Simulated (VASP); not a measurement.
# H8CO6 in VASP: notebook

Runs on H8CO6. Level: r2SCAN. Tasks: single point.

Everything below comes from runs of VASP 6.6.1. Logs are shortened: lines on timing, memory, paths and dates and some standing lists are left out, and cuts for length are marked.

**1. The cell of the first run**

The cell holds a disordered packing, 15 atoms: a = 5.893 Å, b = 5.893 Å, c = 5.893 Å, α = 90.00°, β = 90.00°, γ = 90.00°.

**2. Single point, r2SCAN**

Input file POSCAR:

```
H8CO6
1.0
    5.8925310000      0.0000000000      0.0000000000
    0.0000000000      5.8925310000      0.0000000000
    0.0000000000      0.0000000000      5.8925310000
O H C
6 8 1
Direct
    0.1683819841      0.3966209541      0.5998501710
    0.1433128926      0.7652617020      0.3260837836
    0.8593176565      0.1216723702      0.4227377794
    0.5804817163      0.2519398859      0.7831082145
    0.6473305074      0.6505672512      1.1586019635
    0.8911338520      0.7269305314      0.8586839745
    0.0795033364      0.4824965913      0.7079164196
    0.0564035653      0.2898401327      0.5306790102
    0.2919037249      0.8214323668      0.2896357261
    0.1711717074      0.6270954637      0.4160547143
    0.9387794702     -0.0237722251      0.4141004551
    0.7588936286      0.1179942020      0.5539899609
    0.5583994922      0.2129496814      0.9396968320
    0.4306304546      0.2946582383      0.7256421001
    0.7702482115      0.6878489542      1.0095869951
```

Input file INCAR.step1:

```
PREC = Accurate ; ENCUT = 520
ISMEAR = -1 ; SIGMA = 0.05
LREAL = Auto ; LASPH = T
NELM = 80 ; NBANDS = 37
GGA = PE ; ALGO = Normal
EDIFF = 1E-4 ; LWAVE = T
LCHARG = F
```

Input file INCAR.step2:

```
PREC = Accurate ; ENCUT = 520
EDIFF = 1E-6 ; ISMEAR = -1
SIGMA = 0.05 ; LREAL = Auto
LASPH = T ; NELM = 80
ALGO = Normal ; ISIF = 2
LWAVE = F ; LCHARG = T
METAGGA = R2SCAN ; LMIXTAU = T
LELF = T ; LVHAR = T
NBANDS = 37 ; ISTART = 1
```

Input file KPOINTS:

```
Automatic mesh
0
Gamma
  1 1 1
```

Potentials or basis: VASP PAW PBE potentials, release 64 (O, H, C).

The run is started by

```
$ cat potpaw_PBE.64/O/POTCAR potpaw_PBE.64/H/POTCAR potpaw_PBE.64/C/POTCAR > POTCAR
$ cp INCAR.step1 INCAR
$ mpirun -np 1 vasp_gam > vasp.out
$ cp INCAR.step2 INCAR
$ mpirun -np 1 vasp_gam > vasp.out
```

OUTCAR:

```text
PREC = Accurate
   ENCUT = 520
   EDIFF = 1E-6
   ISMEAR = -1
   LREAL = Auto
   LASPH = T
   NELM = 80
   ISIF = 2
   METAGGA = R2SCAN
   ISTART = 1

 ion  position               nearest neighbor table
   1  0.168  0.397  0.600-   7 0.97   8 1.00
   2  0.143  0.765  0.326-   9 0.96  10 0.99
   3  0.859  0.122  0.423-  12 0.97  11 0.98
   4  0.580  0.252  0.783-  13 0.96  14 0.98
   5  0.647  0.651  0.159-  15 1.16
   6  0.891  0.727  0.859-  15 1.16
   7  0.080  0.482  0.708-   1 0.97
   8  0.056  0.290  0.531-   1 1.00
   9  0.292  0.821  0.290-   2 0.96
  10  0.171  0.627  0.416-   2 0.99
  11  0.939  0.976  0.414-   3 0.98
  12  0.759  0.118  0.554-   3 0.97
  13  0.558  0.213  0.940-   4 0.96
  14  0.431  0.295  0.726-   4 0.98
  15  0.770  0.688  0.010-   5 1.16   6 1.16

  LATTYP: Found a simple cubic cell.
 ALAT       =     5.8925310000

  Lattice vectors:

 A1 = (   5.8925310000,   0.0000000000,   0.0000000000)
 A2 = (   0.0000000000,   5.8925310000,   0.0000000000)
 A3 = (   0.0000000000,   0.0000000000,   5.8925310000)

Analysis of symmetry for initial positions (statically):
=====================================================================
 Subroutine PRICEL returns:
 Original cell was already a primitive cell.

 Routine SETGRP: Setting up the symmetry group for a
 simple cubic supercell.

 Subroutine GETGRP returns: Found  1 space group operations
 (whereof  1 operations were pure point group operations)
 out of a pool of 48 trial point group operations.

The static configuration has the point symmetry C_1 .

Analysis of symmetry for dynamics (positions and initial velocities):
=====================================================================
 Subroutine PRICEL returns:
 Original cell was already a primitive cell.

 Routine SETGRP: Setting up the symmetry group for a
 simple cubic supercell.

 Subroutine GETGRP returns: Found  1 space group operations
 (whereof  1 operations were pure point group operations)
 out of a pool of 48 trial point group operations.

The dynamic configuration has the point symmetry C_1 .

 Subroutine INISYM returns: Found  1 space group operations
 (whereof  1 operations are pure point group operations),
 and found     1 'primitive' translations

----------------------------------------------------------------------------------------

                                     Primitive cell

  volume of cell :     204.6000

  direct lattice vectors                    reciprocal lattice vectors
     5.892531000  0.000000000  0.000000000     0.169706362  0.000000000  0.000000000
     0.000000000  5.892531000  0.000000000     0.000000000  0.169706362  0.000000000
     0.000000000  0.000000000  5.892531000     0.000000000  0.000000000  0.169706362

  length of vectors
     5.892531000  5.892531000  5.892531000     0.169706362  0.169706362  0.169706362

  position of ions in fractional coordinates (direct lattice)
     0.168381984  0.396620954  0.599850171
     0.143312893  0.765261702  0.326083784
     0.859317656  0.121672370  0.422737779
     0.580481716  0.251939886  0.783108214
     0.647330507  0.650567251  0.158601963
     0.891133852  0.726930531  0.858683975
     0.079503336  0.482496591  0.707916420
     0.056403565  0.289840133  0.530679010
     0.291903725  0.821432367  0.289635726
     0.171171707  0.627095464  0.416054714
     0.938779470  0.976227775  0.414100455
     0.758893629  0.117994202  0.553989961
     0.558399492  0.212949681  0.939696832
     0.430630455  0.294658238  0.725642100
     0.770248211  0.687848954  0.009586995

  ion indices of the primitive-cell ions
   primitive index   ion index
                 1           1
                 2           2
                 3           3
                 4           4
                 5           5
                 6           6
                 7           7
                 8           8
                 9           9
                10          10
                11          11
                12          12
                13          13
                14          14
                15          15

----------------------------------------------------------------------------------------

 KPOINTS: Automatic mesh

Automatic generation of k-mesh.
 Grid dimensions read from file:
 generate k-points for:    1    1    1

 Generating k-lattice:

  Cartesian coordinates                     Fractional coordinates (reciprocal lattice)
     0.169706362  0.000000000  0.000000000     1.000000000  0.000000000  0.000000000
     0.000000000  0.169706362  0.000000000     0.000000000  1.000000000  0.000000000
     0.000000000  0.000000000  0.169706362     0.000000000  0.000000000  1.000000000

  Length of vectors
     0.169706362  0.169706362  0.169706362

  Shift w.r.t. Gamma in fractional coordinates (k-lattice)
     0.000000000  0.000000000  0.000000000

 Subroutine IBZKPT returns following result:
 ===========================================

 Found      1 irreducible k-points:

 Following reciprocal coordinates:
            Coordinates               Weight
  0.000000  0.000000  0.000000      1.000000
   k-points           NKPTS =      1   k-points in BZ     NKDIM =      1   number of bands    NBANDS=     37
   number of dos      NEDOS =    301   number of ions     NIONS =     15
   total plane-waves  NPLWV = 110592
   dimension x,y,z NGX =    48 NGY =   48 NGZ =   48
   dimension x,y,z NGXF=    96 NGYF=   96 NGZF=   96
   ions per type =               6   8   1
   NGX,Y,Z   is equivalent  to a cutoff of  13.54, 13.54, 13.54 a.u.
   NGXF,Y,Z  is equivalent  to a cutoff of  27.08, 27.08, 27.08 a.u.
 SYSTEM =  unknown system
   PREC   = accura    normal or accurate (medium, high low for compatibility)
   ISTART =      1    job   : 0-new  1-cont  2-samecut
   ICHARG =      0    charge: 1-file 2-atom 10-const
   ISPIN  =      1    spin polarized calculation?
   LNONCOLLINEAR =      F non collinear calculations
   LSORBIT =      F    spin-orbit coupling
   LASPH  =      T    aspherical Exc in radial PAW
   ENCUT  =  520.0 eV  38.22 Ry    6.18 a.u.  10.96 10.96 10.96*2*pi/ulx,y,z
   NELM   =     80;   NELMIN=  2; NELMDL=  0     # of ELM steps
   EDIFF  = 0.1E-05   stopping-criterion for ELM
   LREAL  =      T    real-space projection
   EDIFFG = 0.1E-04   stopping-criterion for IOM
   NSW    =      0    number of steps for IOM
[... 5 lines left out ...]
   TEBEG  =    0.0;   TEEND  =   0.0 temperature during run
   PSTRESS=    0.0 pullay stress
   NELECT =      48.0000    total number of electrons
   NUPDOWN=      -1.0000    fix difference up-down
   EMIN   =  10.00;   EMAX   =-10.00  energy-range for DOS
   EFERMI =   0.00;   METHOD = LEGACY
   ISMEAR =    -1;   SIGMA  =   0.05  broadening in eV -4-tet -1-fermi 0-gaus
   EFERMI_NEDOS =   21; number of points for ismear=-14 and -15
   IALGO  =     38    algorithm
   IMIX   =      4    mixing-type and parameters
     AMIX     =   0.40;   BMIX     =  1.00
     AMIX_MAG =   1.60;   BMIX_MAG =  1.00
  volume/ion in A,a.u.               =      13.64        92.05
  Fermi-wavevector in a.u.,A,eV,Ry     =   1.009687  1.908031 13.870698  1.019468
  Thomas-Fermi vector in A             =   2.142630
   LORBIT       =      0    0 simple, 1 ext, 2 COOP (PROOUT), +10 PAW based schemes
   METAGGA = R2SCAN    functional components
   LHFCALC =     F    Hartree Fock is set to
   AEXX    =    0.0000 exact exchange contribution
   IVDW    =     0    specifies the selected vdW correction
   LEPSILON=     F    determine dielectric tensor
   LRPA    =     F    only Hartree local field effects (RPA)
 non-spin polarized calculation
  energy-cutoff  :      520.00
  volume of cell :      204.60
 maximum number of plane-waves:      2749
 NGX is ok and might be reduce to    42
   NGX = 21   NGY = 21   NGZ = 21

 number of electron      48.0000010 magnetization

 Free energy of the ion-electron system (eV)
  ---------------------------------------------------
  ext. energy  EPLUGINS =         0.00000000
  ---------------------------------------------------
  free energy    TOTEN  =       -88.80445276 eV

  energy without entropy =      -88.80445276  energy(sigma->0) =      -88.80445276

 E-fermi :  -3.3114     XC(G=0):  -6.2909

 val. band max:       -4.5480302655   @ k =   0.0000   0.0000   0.0000
 cond. band min:       1.0068519110   @ k =   0.0000   0.0000   0.0000
 fundamental gap:      5.5548821765
 Fermi energy:        -3.3113826392

 k-point     1 :       0.0000    0.0000    0.0000
  band No.  band energies     occupation
      1     -28.0122      2.00000
      2     -26.9383      2.00000
      3     -24.1938      2.00000
      4     -23.7613      2.00000
      5     -23.5021      2.00000
      6     -23.2869      2.00000
[... 28 lines left out ...]
     35       7.7426      0.00000
     36       8.0951      0.00000
 [bands above 36 left out]

------------------------ aborting loop because EDIFF is reached ----------------------------------------

  FORCE on cell =-STRESS in cart. coord.  units (eV):
  Direction    XX          YY          ZZ          XY          YZ          ZX
  --------------------------------------------------------------------------------------
  -------------------------------------------------------------------------------------
  Total       -0.0260668      0.0131855      0.7856523      0.3828365     -0.4425224     -1.3748600
  in kB       -0.2041235      0.1032528      6.1522690      2.9979082     -3.4652948    -10.7662249
  external PRESSURE =       2.0171328 kB  Pullay stress =       0.0000000 kB

 VOLUME and BASIS-vectors are now :
 -----------------------------------------------------------------------------
  energy-cutoff  :      520.00
  volume of cell :      204.60
      direct lattice vectors                 reciprocal lattice vectors
     5.892531000  0.000000000  0.000000000     0.169706362  0.000000000  0.000000000
     0.000000000  5.892531000  0.000000000     0.000000000  0.169706362  0.000000000
     0.000000000  0.000000000  5.892531000     0.000000000  0.000000000  0.169706362

 POSITION                                       TOTAL-FORCE (eV/Angst)
 -----------------------------------------------------------------------------------
      0.99220      2.33710      3.53464         0.061000      0.117395      0.084128
      0.84448      4.50933      1.92146        -0.069901     -0.065074      0.054294
      5.06356      0.71696      2.49100         0.028742      0.027213      0.035005
      3.42051      1.48456      4.61449         0.098349     -0.028660     -0.102116
      3.81442      3.83349      0.93457        -0.500808     -0.123372      0.516124
      5.25103      4.28346      5.05982         0.414282      0.131064     -0.580635
      0.46848      2.84313      4.17142         0.025900      0.013894      0.087510
      0.33236      1.70789      3.12704        -0.071302     -0.126759     -0.130116
      1.72005      4.84032      1.70669         0.113885      0.075501     -0.070779
      1.00863      3.69518      2.45162        -0.089211     -0.014907     -0.012037
      5.53179      5.75245      2.44010         0.103453     -0.081610     -0.074386
      4.47180      0.69528      3.26440        -0.091018      0.075640      0.051722
      3.29039      1.25481      5.53719         0.021582     -0.047408      0.202569
      2.53750      1.73628      4.27587        -0.131474      0.064916     -0.112508
      4.53871      4.05317      0.05649         0.086521     -0.017832      0.051226
 -----------------------------------------------------------------------------------
    total drift:                               -0.000762     -0.002138     -0.000004

  FREE ENERGIE OF THE ION-ELECTRON SYSTEM (eV)
  ---------------------------------------------------
  free  energy   TOTEN  =       -88.8044527572 eV

  energy  without entropy=      -88.8044527572  energy(sigma->0) =      -88.80445276
```

It took 50 s on 1 thread of Intel Xeon 6975P-C (Granite Rapids), shared host; peak memory 0.32 GiB.

Results:

* Free energy: -88.8045 eV
* Pressure: 0.2 GPa
* Largest force: 0.730 eV/Å

Forces on the atoms (eV/Å):
```
O    0.061  0.117  0.084
O   -0.070 -0.065  0.054
O    0.029  0.027  0.035
O    0.098 -0.029 -0.102
O   -0.501 -0.123  0.516
O    0.414  0.131 -0.581
H    0.026  0.014  0.088
H   -0.071 -0.127 -0.130
H    0.114  0.076 -0.071
H   -0.089 -0.015 -0.012
H    0.103 -0.082 -0.074
H   -0.091  0.076  0.052
H    0.022 -0.047  0.203
H   -0.131  0.065 -0.113
C    0.087 -0.018  0.051
```

Caveat: the k points lie up to 1.07 Å⁻¹ apart; the PAW data sets were made with another functional, which shifts forces and pressure a little.

**3. Single point, r2SCAN**

Input file POSCAR:

```
H8CO6
1.0
    5.8925310000      0.0000000000      0.0000000000
    0.0000000000      5.8925310000      0.0000000000
    0.0000000000      0.0000000000      5.8925310000
O H C
6 8 1
Direct
    0.1725574291      0.4078553002      0.5987919283
    0.1243777928      0.7829063606      0.3165702480
    0.8457316559      0.1262954747      0.4068879739
    0.5988937521      0.2536940408      0.7826178598
    0.6700346591      0.6354485025      1.1629467881
    0.8808099609      0.7264280833      0.8533684422
    0.1304023687      0.4860050800      0.7304161828
    0.0473820163      0.3009063508      0.5483891387
    0.2776565792      0.8415059675      0.2807961469
    0.1488494503      0.6508917815      0.4020852839
    0.9320952236     -0.0077216395      0.4105875726
    0.7428556591      0.1214588434      0.5380031094
    0.6102980196      0.2220777455      0.9362360588
    0.4407274226      0.2824253279      0.7589438223
    0.7699747358      0.6827456657      1.0114499185
```

Input file INCAR.step1:

```
PREC     = Accurate       # precision mode
ENCUT    = 520            # plane-wave cutoff, eV
ISMEAR   = -1             # smearing method
SIGMA    = 0.05           # smearing width, eV
LREAL    = Auto         
LASPH    = T              # aspherical terms in the spheres
NELM     = 60             # most SCF steps
NBANDS   = 37             # bands
GGA      = PE             # functional
ALGO     = Normal         # electronic algorithm
EDIFF    = 1E-4           # SCF threshold, eV
LWAVE    = T              # write WAVECAR
LCHARG   = F              # write CHGCAR
```

Input file INCAR.step2:

```
PREC     = Accurate       # precision mode
ENCUT    = 520            # plane-wave cutoff, eV
EDIFF    = 1E-6           # SCF threshold, eV
ISMEAR   = -1             # smearing method
SIGMA    = 0.05           # smearing width, eV
LREAL    = Auto         
LASPH    = T              # aspherical terms in the spheres
NELM     = 60             # most SCF steps
ALGO     = Normal         # electronic algorithm
ISIF     = 2              # what is computed and relaxed
LWAVE    = F              # write WAVECAR
LCHARG   = T              # write CHGCAR
METAGGA  = R2SCAN         # meta-GGA
LMIXTAU  = T            
LELF     = T              # ELF
LVHAR    = T            
NBANDS   = 37             # bands
ISTART   = 1
```

Input file KPOINTS:

```
regular mesh
0
Gamma
  1 1 1
```

Potentials or basis: VASP PAW PBE potentials, release 64 (O, H, C).

The run is started by

```
$ cat potpaw_PBE.64/O/POTCAR potpaw_PBE.64/H/POTCAR potpaw_PBE.64/C/POTCAR > POTCAR
$ cp INCAR.step1 INCAR
$ mpirun -np 1 vasp_gam > vasp.out
$ cp INCAR.step2 INCAR
$ mpirun -np 1 vasp_gam > vasp.out
```

It took 51 s on 1 thread of Intel Xeon 6975P-C (Granite Rapids), shared host; peak memory 0.33 GiB.

The run converged. Its results:

```
Free energy   : -88.2071 eV
Pressure      : 3.6 GPa
Largest force : 7.775 eV/Å
```

Forces on the atoms (eV/Å):
```
O    0.328 -1.500 -1.628
O    1.027  2.123 -1.486
O   -1.205  1.786  0.566
O    0.261  0.234 -1.588
O   -4.455 -1.818  6.107
O    0.269  0.347 -0.641
H   -0.966  0.747  1.238
H    0.446  0.743  0.264
H   -1.141 -0.456  0.290
H    0.336 -1.895  1.272
H    1.070 -1.763 -0.210
H    0.214  0.214 -0.279
H    0.445 -0.553  2.257
H   -0.801  0.263 -0.685
C    4.171  1.526 -5.475
```

Stress tensor (GPa, compression positive):
```
 1.85 -1.30 -3.62
-1.30  2.53 -2.22
-3.62 -2.22  6.54
```

Levels at points of the mesh, in eV from the Fermi level:
```csv
k point,band 20,band 21,band 22,band 23,band 24,band 25,band 26,band 27,band 28,band 29
"(0.00, 0.00, 0.00)",-2.82,-1.80,-1.70,-1.61,-1.19,4.32,6.68,6.90,8.09,8.52
```

Caveat: the k points lie up to 1.07 Å⁻¹ apart; the PAW data sets were made with another functional, which shifts forces and pressure a little.

[end of part 1 of 2]
